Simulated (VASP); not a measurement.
# AlNi in VASP: notebook

Runs on AlNi. Level: PBEsol. Tasks: single point.

Program: VASP 6.6.1. These are calculated values, not measurements. Logs are shortened: lines on timing, memory, paths and dates and some standing lists are left out, and cuts for length are marked.

## Step 1: The cell of the first run

Symmetry: P4mm, No. 99, tetragonal system. Conventional cell: a = 2.933 Å, b = 2.933 Å, c = 2.933 Å, α = 90.00°, β = 90.00°, γ = 90.00°. Al (site symmetry 4mm) has 8 Ni at 2.48 to 2.61 Å and 6 Al at 2.93 Å within 3.3 Å. Ni (site symmetry 4mm) has 8 Al at 2.48 to 2.61 Å and 6 Ni at 2.93 Å within 3.3 Å.

## Step 2: Single point, PBEsol

Input file INCAR:

```
SYSTEM = AlNi
ALGO = Normal
EDIFF = 1E-6
ENCUT = 520
GGA = PS
ISIF = 2
ISMEAR = 0
LASPH = .True.
LCHARG = .False.
LREAL = .False.
LWAVE = .False.
NBANDS = 14
NELM = 100
PREC = Accurate
SIGMA = 0.15
```

Input file KPOINTS:

```
k-points
0
Gamma
  16 16 16
  0 0 0
```

Input file POSCAR:

```
AlNi
1.0
    2.9333689589      0.0000000000      0.0000000000
    0.0000000000      2.9333689589      0.0000000000
    0.0000000000      0.0000000000      2.9333689589
Al Ni
1 1
Direct
    0.0000000000      0.0000000000     -0.0265564957
    0.5000000000      0.5000000000      0.5122081036
```

Potentials or basis: VASP PAW PBE potentials, release 64 (Al, Ni).

Command:

```
$ cat potpaw_PBE.64/Al/POTCAR potpaw_PBE.64/Ni/POTCAR > POTCAR
$ mpirun -np 1 vasp_std > vasp.out
```

OUTCAR:

```text
SYSTEM = AlNi
   EDIFF = 1E-6
   ENCUT = 520
   GGA = PS
   ISIF = 2
   ISMEAR = 0
   LASPH = .True.
   LREAL = .False.
   NELM = 100
   PREC = Accurate

 ion  position               nearest neighbor table
   1  0.000  0.000  0.973-   2 2.48   2 2.48   2 2.48   2 2.48   2 2.61   2 2.61   2 2.61   2 2.61

   2  0.500  0.500  0.512-   1 2.48   1 2.48   1 2.48   1 2.48   1 2.61   1 2.61   1 2.61   1 2.61

  LATTYP: Found a simple cubic cell.
 ALAT       =     2.9333689589

  Lattice vectors:

 A1 = (   2.9333689589,   0.0000000000,   0.0000000000)
 A2 = (   0.0000000000,   2.9333689589,   0.0000000000)
 A3 = (   0.0000000000,   0.0000000000,   2.9333689589)

Analysis of symmetry for initial positions (statically):
=====================================================================
 Subroutine PRICEL returns:
 Original cell was already a primitive cell.

 Routine SETGRP: Setting up the symmetry group for a
 simple cubic supercell.

 Subroutine GETGRP returns: Found  8 space group operations
 (whereof  8 operations were pure point group operations)
 out of a pool of 48 trial point group operations.

The static configuration has the point symmetry C_4v.

Analysis of symmetry for dynamics (positions and initial velocities):
=====================================================================
 Subroutine PRICEL returns:
 Original cell was already a primitive cell.

 Routine SETGRP: Setting up the symmetry group for a
 simple cubic supercell.

 Subroutine GETGRP returns: Found  8 space group operations
 (whereof  8 operations were pure point group operations)
 out of a pool of 48 trial point group operations.

The dynamic configuration has the point symmetry C_4v.

 Subroutine INISYM returns: Found  8 space group operations
 (whereof  8 operations are pure point group operations),
 and found     1 'primitive' translations

----------------------------------------------------------------------------------------

                                     Primitive cell

  volume of cell :      25.2406

  direct lattice vectors                    reciprocal lattice vectors
     2.933368959  0.000000000  0.000000000     0.340904951  0.000000000  0.000000000
     0.000000000  2.933368959  0.000000000     0.000000000  0.340904951  0.000000000
     0.000000000  0.000000000  2.933368959     0.000000000  0.000000000  0.340904951

  length of vectors
     2.933368959  2.933368959  2.933368959     0.340904951  0.340904951  0.340904951

  position of ions in fractional coordinates (direct lattice)
     0.000000000  0.000000000  0.973443504
     0.500000000  0.500000000  0.512208104

  ion indices of the primitive-cell ions
   primitive index   ion index
                 1           1
                 2           2

----------------------------------------------------------------------------------------

 KPOINTS: k-points

Automatic generation of k-mesh.
 Grid dimensions read from file:
 generate k-points for:   16   16   16

 Generating k-lattice:

  Cartesian coordinates                     Fractional coordinates (reciprocal lattice)
     0.021306559  0.000000000  0.000000000     0.062500000  0.000000000  0.000000000
     0.000000000  0.021306559  0.000000000     0.000000000  0.062500000  0.000000000
     0.000000000  0.000000000  0.021306559     0.000000000  0.000000000  0.062500000

  Length of vectors
     0.021306559  0.021306559  0.021306559

  Shift w.r.t. Gamma in fractional coordinates (k-lattice)
     0.000000000  0.000000000  0.000000000

 Subroutine IBZKPT returns following result:
 ===========================================

 Found    405 irreducible k-points:

 Following reciprocal coordinates:
            Coordinates               Weight
  0.000000  0.000000  0.000000      1.000000
  0.062500  0.000000  0.000000      4.000000
  0.000000  0.000000  0.062500      2.000000
  0.125000  0.000000  0.000000      4.000000
  0.000000  0.000000  0.125000      2.000000
  0.187500  0.000000  0.000000      4.000000
[... 16 lines left out ...]
  0.187500  0.062500  0.000000      8.000000
  0.000000  0.187500  0.062500      8.000000
 [... further k-points ...]
   k-points           NKPTS =    405   k-points in BZ     NKDIM =    405   number of bands    NBANDS=     14
   number of dos      NEDOS =    301   number of ions     NIONS =      2
   total plane-waves  NPLWV =  13824
   dimension x,y,z NGX =    24 NGY =   24 NGZ =   24
   dimension x,y,z NGXF=    48 NGYF=   48 NGZF=   48
   ions per type =               1   1
   NGX,Y,Z   is equivalent  to a cutoff of  13.60, 13.60, 13.60 a.u.
   NGXF,Y,Z  is equivalent  to a cutoff of  27.20, 27.20, 27.20 a.u.
 SYSTEM =  AlNi
   PREC   = accura    normal or accurate (medium, high low for compatibility)
   ISTART =      0    job   : 0-new  1-cont  2-samecut
   ICHARG =      2    charge: 1-file 2-atom 10-const
   ISPIN  =      1    spin polarized calculation?
   LNONCOLLINEAR =      F non collinear calculations
   LSORBIT =      F    spin-orbit coupling
   LASPH  =      T    aspherical Exc in radial PAW
   ENCUT  =  520.0 eV  38.22 Ry    6.18 a.u.   5.45  5.45  5.45*2*pi/ulx,y,z
   NELM   =    100;   NELMIN=  2; NELMDL= -5     # of ELM steps
   EDIFF  = 0.1E-05   stopping-criterion for ELM
   LREAL  =      F    real-space projection
   EDIFFG = 0.1E-04   stopping-criterion for IOM
   NSW    =      0    number of steps for IOM
   IBRION =     -1    ionic relax: 0-MD 1-quasi-New 2-CG
   NFREE  =      0    steps in history (QN), initial steepest desc. (CG)
   ISIF   =      2    stress and relaxation
   ISYM   =      2    0-nonsym 1-usesym 2-fastsym
   POTIM  = 0.5000    time-step for ionic-motion
   TEBEG  =    0.0;   TEEND  =   0.0 temperature during run
   PSTRESS=    0.0 pullay stress
   NELECT =      13.0000    total number of electrons
   NUPDOWN=      -1.0000    fix difference up-down
   EMIN   =  10.00;   EMAX   =-10.00  energy-range for DOS
   EFERMI =   0.00;   METHOD = LEGACY
   ISMEAR =     0;   SIGMA  =   0.15  broadening in eV -4-tet -1-fermi 0-gaus
   EFERMI_NEDOS =   21; number of points for ismear=-14 and -15
   IALGO  =     38    algorithm
   IMIX   =      4    mixing-type and parameters
     AMIX     =   0.40;   BMIX     =  1.00
     AMIX_MAG =   1.60;   BMIX_MAG =  1.00
  volume/ion in A,a.u.               =      12.62        85.17
  Fermi-wavevector in a.u.,A,eV,Ry     =   1.312268  2.479827 23.429882  1.722048
  Thomas-Fermi vector in A             =   2.442672
   LORBIT       =      0    0 simple, 1 ext, 2 COOP (PROOUT), +10 PAW based schemes
   GGA     = PS    functional components
   LHFCALC =     F    Hartree Fock is set to
   AEXX    =    0.0000 exact exchange contribution
   IVDW    =     0    specifies the selected vdW correction
   LEPSILON=     F    determine dielectric tensor
   LRPA    =     F    only Hartree local field effects (RPA)
 non-spin polarized calculation
 Gauss-broadening in eV      SIGMA  =   0.15
  energy-cutoff  :      520.00
  volume of cell :       25.24
 maximum number of plane-waves:       701
 NGX is ok and might be reduce to    24
   NGX = 11   NGY = 11   NGZ = 11

 number of electron      13.0000003 magnetization

 Free energy of the ion-electron system (eV)
  ---------------------------------------------------
  ext. energy  EPLUGINS =         0.00000000
  ---------------------------------------------------
  free energy    TOTEN  =       -11.49848764 eV

  energy without entropy =      -11.48933398  energy(sigma->0) =      -11.49391081

 E-fermi :   9.2047     XC(G=0): -11.9033

 val. band max:        9.1988210686   @ k =   0.3125   0.0000   0.0000
 cond. band min:       9.2054499876   @ k =   0.1250   0.3750   0.3125
 fundamental gap:      0.0066289190
 Fermi energy:         9.2047398978

 k-point     1 :       0.0000    0.0000    0.0000
  band No.  band energies     occupation
      1      -1.5384      2.00000
      2       6.1988      2.00000
      3       6.2100      2.00000
      4       7.7507      2.00000
      5       7.7620      2.00000
      6       7.7620      2.00000
      7      14.4792      0.00000
      8      14.4792      0.00000
      9      14.4941      0.00000
     10      17.1870      0.00000
     11      17.1894      0.00000
     12      21.9122      0.00000
     13      29.3799      0.00000
     14      29.4138      0.00000

 k-point     2 :       0.0625    0.0000    0.0000
  band No.  band energies     occupation
      1      -1.4691      2.00000
      2       6.1954      2.00000
      3       6.2237      2.00000
      4       7.7205      2.00000
      5       7.7329      2.00000
      6       7.7657      2.00000
      7      13.7162      0.00000
      8      14.5709      0.00000
      9      14.6004      0.00000
     10      17.1948      0.00000
     11      17.8514      0.00000
     12      22.1693      0.00000
     13      28.5853      0.00000
     14      28.6298      0.00000

 k-point     3 :       0.0000    0.0000    0.0625
  band No.  band energies     occupation
      1      -1.4692      2.00000
      2       6.2045      2.00000
      3       6.2143      2.00000
      4       7.7328      2.00000
      5       7.7328      2.00000
      6       7.7538      2.00000
      7      13.7368      0.00000
      8      14.5704      0.00000
      9      14.5704      0.00000
     10      17.1969      0.00000
     11      17.8645      0.00000
     12      22.1638      0.00000
     13      28.5730      0.00000
     14      28.5730      0.00000

 k-point     4 :       0.1250    0.0000    0.0000
  band No.  band energies     occupation
      1      -1.2618      2.00000
      2       6.1664      2.00000
      3       6.2677      2.00000
      4       7.6389      2.00000
      5       7.6525      2.00000
      6       7.7743      2.00000
      7      12.3815      0.00000
      8      14.8396      0.00000
      9      14.8680      0.00000
     10      17.2163      0.00000
     11      18.8798      0.00000
     12      22.9967      0.00000
     13      27.1635      0.00000
     14      27.1661      0.00000

 k-point     5 :       0.0000    0.0000    0.1250
  band No.  band energies     occupation
      1      -1.2622      2.00000
      2       6.1741      2.00000
      3       6.2589      2.00000
      4       7.6520      2.00000
      5       7.6520      2.00000
      6       7.7625      2.00000
      7      12.3957      0.00000
      8      14.8377      0.00000
      9      14.8377      0.00000
     10      17.2193      0.00000
     11      18.9130      0.00000
[... 276 lines left out ...]
 k-point    22 :       0.0625    0.0000    0.1250
  band No.  band energies     occupation
      1      -1.1934      2.00000
      2       6.1893      2.00000
      3       6.2591      2.00000
      4       7.6174      2.00000
      5       7.6530      2.00000
      6       7.7365      2.00000
      7      12.4516      0.00000
      8      14.0906      0.00000
      9      14.9274      0.00000
     10      17.6819      0.00000
     11      19.2354      0.00000
     12      23.1433      0.00000
     13      26.2682      0.00000
     14      27.1708      0.00000

 k-point    23 :       0.1875    0.0625    0.0000
  band No.  band energies     occupation
      1      -0.8508      2.00000
      2       6.0867      2.00000
      3       6.3360      2.00000
      4       7.4841      2.00000
      5       7.5414      2.00000
      6       7.7609      2.00000
      7      11.1244      0.00000
      8      14.4487      0.00000
      9      15.4037      0.00000
     10      17.7463      0.00000
     11      20.0808      0.00000
     12      24.4619      0.00000
     13      24.7936      0.00000
     14      25.7773      0.00000

 k-point    24 :       0.0000    0.1875    0.0625
  band No.  band energies     occupation
      1      -0.8509      2.00000
      2       6.0867      2.00000
      3       6.3357      2.00000
      4       7.4997      2.00000
      5       7.5260      2.00000
      6       7.7609      2.00000
      7      11.1230      0.00000
      8      14.4806      0.00000
      9      15.3559      0.00000
     10      17.7721      0.00000
     11      20.0717      0.00000
     12      24.3468      0.00000
     13      24.9875      0.00000
     14      25.7005      0.00000

 [... further k-points ...]
[... 5 lines left out ...]
  --------------------------------------------------------------------------------------
  -------------------------------------------------------------------------------------
  Total       -1.5547683     -1.5547683     -1.6171189      0.0000000      0.0000000      0.0000000
  in kB      -98.6906902    -98.6906902   -102.6484668      0.0000000      0.0000000      0.0000000
  external PRESSURE =    -100.0099491 kB  Pullay stress =       0.0000000 kB

 VOLUME and BASIS-vectors are now :
 -----------------------------------------------------------------------------
  energy-cutoff  :      520.00
  volume of cell :       25.24
      direct lattice vectors                 reciprocal lattice vectors
     2.933368959  0.000000000  0.000000000     0.340904951  0.000000000  0.000000000
     0.000000000  2.933368959  0.000000000     0.000000000  0.340904951  0.000000000
     0.000000000  0.000000000  2.933368959     0.000000000  0.000000000  0.340904951

 POSITION                                       TOTAL-FORCE (eV/Angst)
 -----------------------------------------------------------------------------------
      0.00000      0.00000      2.85547         0.000000     -0.000000      0.522057
      1.46668      1.46668      1.50250        -0.000000      0.000000     -0.522057
 -----------------------------------------------------------------------------------
    total drift:                                0.000000     -0.000000     -0.000446

  FREE ENERGIE OF THE ION-ELECTRON SYSTEM (eV)
  ---------------------------------------------------
  free  energy   TOTEN  =       -11.4984876386 eV

  energy  without entropy=      -11.4893339763  energy(sigma->0) =      -11.49391081
```

Wall time 42 s (1 thread of Intel Xeon Platinum 8488C (Sapphire Rapids), shared host); peak memory 0.26 GiB.

What came out:

| Quantity | Value |
| --- | --- |
| Free energy | -11.4985 eV |
| Pressure | -10.0 GPa |
| Largest force | 0.522 eV/Å |

Forces in eV/Å, atoms in the order of the input:
```
Al   0.000  0.000  0.522
Ni   0.000  0.000 -0.522
```

Levels at points of the mesh, in eV from the Fermi level:
```csv
k point,band 3,band 4,band 5,band 6,band 7,band 8,band 9,band 10,band 11,band 12
"(0.00, 0.00, 0.00)",-2.99,-1.45,-1.44,-1.44,5.27,5.27,5.29,7.98,7.98,12.71
"(0.50, 0.00, 0.00)",-2.56,-2.11,-2.09,-1.36,-0.63,8.24,9.73,9.78,10.30,10.39
"(0.00, 0.00, 0.50)",-2.57,-2.10,-2.10,-1.37,-0.62,8.26,9.64,9.64,10.46,10.46
"(0.50, 0.50, 0.00)",-2.76,-2.76,-1.89,-1.89,-0.96,1.35,2.23,11.75,14.26,14.26
"(0.00, 0.50, 0.50)",-2.73,-2.65,-1.95,-1.93,-0.95,1.37,2.23,11.72,14.63,14.71
"(0.50, 0.50, 0.50)",-3.83,-0.93,-0.93,1.98,1.98,2.04,3.18,4.28,4.28,4.34
```

Caveat: the PAW data sets were made with another functional, which shifts forces and pressure a little. Spin polarisation is off, so any magnetic state and its effect on volume and gap are missing.

(Continued in part 2 of 3.)
